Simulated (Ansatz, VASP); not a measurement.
# One calculation of V, two programs

```xyz
1
Lattice="-1.4649 1.4649 1.4649 1.4649 -1.4649 1.4649 1.4649 1.4649 -1.4649" Properties=species:S:1:pos:R:3 pbc="T T T"
V     0.0000    0.0000    0.0000
```

Alike in both runs: functional LDA; k mesh 20 × 20 × 20; occupations fermi-dirac, width 0.15 eV; no spin polarisation.

Ansatz relaxed the structure, and its values are those at the end. VASP's run is a single point on that final structure, the one shown.

```csv
,VASP,Ansatz
version,VASP 6.6.1,Ansatz 0.2.0
potentials or method,"VASP PAW LDA potentials, release 64 (V_sv), cutoff 520 eV","scalar-relativistic, plane waves, PAW"
valence electrons in the cell,13,13
```

```csv
,VASP,Ansatz,Ansatz less VASP
gap on the k mesh at the Fermi level (eV),none,none,-
pressure (GPa),0.4,0.0,-0.42
```

Ansatz warns that its potentials were made for another functional, while VASP's fit it. LDA's correlation is that of Perdew and Zunger in VASP and of Perdew and Wang (1992) in Ansatz. A gap of «none» marks a metal or a gap that the smearing closes.
